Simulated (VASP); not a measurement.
# Ti (P6_3/mmc) in VASP: further runs

The runs below take Ti through single point, with PBEsol, r2SCAN.

All numbers are computed with VASP 6.6.1; they aren't measurements. Logs are shortened: lines on timing, memory, paths and dates and some standing lists are left out, and cuts for length are marked.

## (1) The cell of the first run

The structure is hexagonal, space group P6_3/mmc (No. 194). The conventional cell has a = 2.901 Å, b = 2.901 Å, c = 4.593 Å, α = 90.00°, β = 90.00°, γ = 120.00°. Within 3.7 Å of Ti (site symmetry -6m2) lie 12 Ti at 2.84 to 2.90 Å.

## (2) Single point, PBEsol

The input, INCAR:

```
SYSTEM = Ti
ALGO = Normal
EDIFF = 1E-6
ENCUT = 520
GGA = PS
ISIF = 2
ISMEAR = -1
LASPH = .TRUE.
LCHARG = .FALSE.
LREAL = .FALSE.
LWAVE = .FALSE.
NBANDS = 19
NELM = 100
PREC = Accurate
SIGMA = 0.05
```

The input, KPOINTS:

```
k-points
0
G
  12 12 7
  0 0 0
```

The input, POSCAR:

```
Ti
1.0
    2.9012000000      0.0000000000      0.0000000000
   -1.4506000000      2.5125130000      0.0000000000
    0.0000000000      0.0000000000      4.5927410000
Ti
2
Direct
    0.3333330000      0.6666670000      0.2500000000
    0.6666670000      0.3333330000      0.7500000000
```

Potentials or basis: VASP PAW PBE potentials, release 64 (Ti_sv).

The run is started by

```
$ cat potpaw_PBE.64/Ti_sv/POTCAR > POTCAR
$ mpirun -np 1 vasp_std > vasp.out
```

OUTCAR:

```text
SYSTEM = Ti
   EDIFF = 1E-6
   ENCUT = 520
   GGA = PS
   ISIF = 2
   ISMEAR = -1
   LASPH = .TRUE.
   LREAL = .FALSE.
   NELM = 100
   PREC = Accurate

 ion  position               nearest neighbor table
   1  0.333  0.667  0.250-   2 2.84   2 2.84   2 2.84   2 2.84   2 2.84   2 2.84
   2  0.667  0.333  0.750-   1 2.84   1 2.84   1 2.84   1 2.84   1 2.84   1 2.84

  LATTYP: Found a hexagonal cell.
 ALAT       =     2.9012000000
 C/A-ratio  =     1.5830487385

  Lattice vectors:

 A1 = (   2.9012000000,   0.0000000000,   0.0000000000)
 A2 = (  -1.4506000000,   2.5125130000,   0.0000000000)
 A3 = (   0.0000000000,   0.0000000000,   4.5927410000)

Analysis of symmetry for initial positions (statically):
=====================================================================
 Subroutine PRICEL returns:
 Original cell was already a primitive cell.

 Routine SETGRP: Setting up the symmetry group for a
 hexagonal supercell.

 Subroutine GETGRP returns: Found 24 space group operations
 (whereof 12 operations were pure point group operations)
 out of a pool of 24 trial point group operations.

The static configuration has the point symmetry D_3d.
 The point group associated with its full space group is D_6h.

Analysis of symmetry for dynamics (positions and initial velocities):
=====================================================================
 Subroutine PRICEL returns:
 Original cell was already a primitive cell.

 Routine SETGRP: Setting up the symmetry group for a
 hexagonal supercell.

 Subroutine GETGRP returns: Found 24 space group operations
 (whereof 12 operations were pure point group operations)
 out of a pool of 24 trial point group operations.

The dynamic configuration has the point symmetry D_3d.
 The point group associated with its full space group is D_6h.

 Subroutine INISYM returns: Found 24 space group operations
 (whereof 12 operations are pure point group operations),
 and found     1 'primitive' translations

----------------------------------------------------------------------------------------

                                     Primitive cell

  volume of cell :      33.4779

  direct lattice vectors                    reciprocal lattice vectors
     2.901200000  0.000000000  0.000000000     0.344684958  0.199003945  0.000000000
    -1.450600000  2.512513000  0.000000000     0.000000000  0.398007891  0.000000000
     0.000000000  0.000000000  4.592741000     0.000000000  0.000000000  0.217734899

[... 81 lines left out ...]
   ENCUT  =  520.0 eV  38.22 Ry    6.18 a.u.   5.39  5.39  8.54*2*pi/ulx,y,z
   NELM   =    100;   NELMIN=  2; NELMDL= -5     # of ELM steps
   EDIFF  = 0.1E-05   stopping-criterion for ELM
   LREAL  =      F    real-space projection
   EDIFFG = 0.1E-04   stopping-criterion for IOM
   NSW    =      0    number of steps for IOM
   IBRION =     -1    ionic relax: 0-MD 1-quasi-New 2-CG
   NFREE  =      0    steps in history (QN), initial steepest desc. (CG)
   ISIF   =      2    stress and relaxation
   ISYM   =      2    0-nonsym 1-usesym 2-fastsym
   POTIM  = 0.5000    time-step for ionic-motion
   TEBEG  =    0.0;   TEEND  =   0.0 temperature during run
   PSTRESS=    0.0 pullay stress
   NELECT =      24.0000    total number of electrons
   NUPDOWN=      -1.0000    fix difference up-down
   EMIN   =  10.00;   EMAX   =-10.00  energy-range for DOS
   EFERMI =   0.00;   METHOD = LEGACY
   ISMEAR =    -1;   SIGMA  =   0.05  broadening in eV -4-tet -1-fermi 0-gaus
   EFERMI_NEDOS =   21; number of points for ismear=-14 and -15
   IALGO  =     38    algorithm
   IMIX   =      4    mixing-type and parameters
     AMIX     =   0.40;   BMIX     =  1.00
     AMIX_MAG =   1.60;   BMIX_MAG =  1.00
  volume/ion in A,a.u.               =      16.74       112.96
  Fermi-wavevector in a.u.,A,eV,Ry     =   1.465185  2.768799 29.208557  2.146768
  Thomas-Fermi vector in A             =   2.581072
   LORBIT       =      0    0 simple, 1 ext, 2 COOP (PROOUT), +10 PAW based schemes
   GGA     = PS    functional components
   LHFCALC =     F    Hartree Fock is set to
   AEXX    =    0.0000 exact exchange contribution
   IVDW    =     0    specifies the selected vdW correction
   LEPSILON=     F    determine dielectric tensor
   LRPA    =     F    only Hartree local field effects (RPA)
 non-spin polarized calculation
  energy-cutoff  :      520.00
  volume of cell :       33.48
 maximum number of plane-waves:       929
 NGX is ok and might be reduce to    24
   NGX = 11   NGY = 11   NGZ = 17

 number of electron      23.9999999 magnetization

 Free energy of the ion-electron system (eV)
  ---------------------------------------------------
  ext. energy  EPLUGINS =         0.00000000
  ---------------------------------------------------
  free energy    TOTEN  =       -16.68627758 eV

  energy without entropy =      -16.66830797  energy(sigma->0) =      -16.67729277

 E-fermi :   8.6047     XC(G=0): -11.8131

 val. band max:        8.5977380702   @ k =   0.1667   0.0000   0.1429
 cond. band min:       8.6095268380   @ k =   0.0000   0.0000   0.4286
 fundamental gap:      0.0117887678
 Fermi energy:         8.6047230584

 k-point     1 :       0.0000    0.0000    0.0000
  band No.  band energies     occupation
      1     -47.9663      2.00000
      2     -47.8040      2.00000
      3     -24.7016      2.00000
      4     -23.9746      2.00000
      5     -23.9746      2.00000
      6     -23.8914      2.00000
[... 505 lines left out ...]
      6     -24.0899      2.00000
[... 11 lines left out ...]
     18      11.4632      0.00000
     19      12.2338      0.00000

 [... further k-points ...]

------------------------ aborting loop because EDIFF is reached ----------------------------------------

  FORCE on cell =-STRESS in cart. coord.  units (eV):
  Direction    XX          YY          ZZ          XY          YZ          ZX
  --------------------------------------------------------------------------------------
  -------------------------------------------------------------------------------------
  Total       -0.0580803     -0.0580803     -0.0587613      0.0000000      0.0000000      0.0000000
  in kB       -2.7795952     -2.7795954     -2.8121881      0.0000000      0.0000000      0.0000000
  external PRESSURE =      -2.7904595 kB  Pullay stress =       0.0000000 kB

 VOLUME and BASIS-vectors are now :
 -----------------------------------------------------------------------------
  energy-cutoff  :      520.00
  volume of cell :       33.48
      direct lattice vectors                 reciprocal lattice vectors
     2.901200000  0.000000000  0.000000000     0.344684958  0.199003945  0.000000000
    -1.450600000  2.512513000  0.000000000     0.000000000  0.398007891  0.000000000
     0.000000000  0.000000000  4.592741000     0.000000000  0.000000000  0.217734899

 POSITION                                       TOTAL-FORCE (eV/Angst)
 -----------------------------------------------------------------------------------
     -0.00000      1.67501      1.14819         0.000000     -0.000000      0.000000
      1.45060      0.83750      3.44456        -0.000000      0.000000      0.000000
 -----------------------------------------------------------------------------------
    total drift:                               -0.000913      0.000527     -0.000021

  FREE ENERGIE OF THE ION-ELECTRON SYSTEM (eV)
  ---------------------------------------------------
  free  energy   TOTEN  =       -16.6862775766 eV

  energy  without entropy=      -16.6683079686  energy(sigma->0) =      -16.67729277
```

stdout:

```text
POSCAR found type information on POSCAR Ti
 POSCAR found :  1 types and       2 ions
 scaLAPACK will be used
 -----------------------------------------------------------------------------
|                                                                             |
|                                                                             |
|     You enforced a specific xc type in the INCAR file but a different       |
|     I HOPE YOU KNOW WHAT YOU ARE DOING!                                     |
|                                                                             |
 -----------------------------------------------------------------------------

 LDA part: xc-table for (Slater+PW92), standard interpolation
 POSCAR, INCAR and KPOINTS ok, starting setup
 FFT: planning ... GRIDC
 FFT: planning ... GRID_SOFT
 FFT: planning ... GRID
 WAVECAR not read
 entering main loop
```

It took 51 s on 1 thread of Intel Xeon 8259CL, shared host; peak memory 0.18 GiB.

Results:

```yaml
Free_energy: -16.6863 eV
Pressure: -0.3 GPa
Band_gap_on_the_k_mesh: zero (bands 12 and 13 overlap by 1.07 eV)
```

Caveat: the PAW data sets were made with another functional, which shifts forces and pressure a little.

## (3) Single point, r2SCAN

POSCAR is that of step 2.

The input, INCAR.step1:

```
ALGO = Normal ; EDIFF = 1E-4
ENCUT = 520 ; GGA = PE
ISMEAR = -1 ; LASPH = T
LCHARG = F ; LREAL = F
LWAVE = T ; NBANDS = 19
NELM = 100 ; PREC = Accurate
SIGMA = 0.05
```

The input, INCAR.step2:

```
ALGO = Normal ; EDIFF = 1E-6
ENCUT = 520 ; ISIF = 2
ISMEAR = -1 ; ISTART = 1
LASPH = T ; LCHARG = T
LELF = T ; LMIXTAU = T
LREAL = F ; LVHAR = T
LWAVE = F ; METAGGA = R2SCAN
NBANDS = 19 ; NELM = 100
PREC = Accurate ; SIGMA = 0.05
```

The input, KPOINTS:

```
k-points
0
Gamma
  12 12 7
```

Potentials or basis: VASP PAW PBE potentials, release 64 (Ti_sv).

The run is started by

```
$ cat potpaw_PBE.64/Ti_sv/POTCAR > POTCAR
$ cp INCAR.step1 INCAR
$ mpirun -np 1 vasp_std > vasp.out
$ cp INCAR.step2 INCAR
$ mpirun -np 1 vasp_std > vasp.out
```

Run time: 3.4 min. Hardware: 1 thread of Intel Xeon 8259CL, shared host; peak memory 0.18 GiB.

It converged, with:

```
Free energy            : -25.8903 eV
Pressure               : 4.5 GPa
Band gap on the k mesh : zero (bands 12 and 13 overlap by 1.27 eV)
```

Stress tensor (GPa, compression positive):
```
4.68 0.00 0.00
0.00 4.68 0.00
0.00 0.00 4.29
```

Levels at points of the mesh, in eV from the Fermi level:
```
           k point  band 8  band 9  band 10  band 11  band 12  band 13  band 14  band 15  band 16  band 17
(0.00, 0.00, 0.00)  -33.92   -6.70    -2.97     0.67     0.88     0.88     1.00     1.44     1.44     1.89
(0.50, 0.00, 0.00)  -34.00   -2.57    -2.40    -2.05    -0.81     0.62     0.73     1.32     3.70     3.95
```

Caveat: the cell stands under pressure; the PAW data sets were made with another functional, which shifts forces and pressure a little.
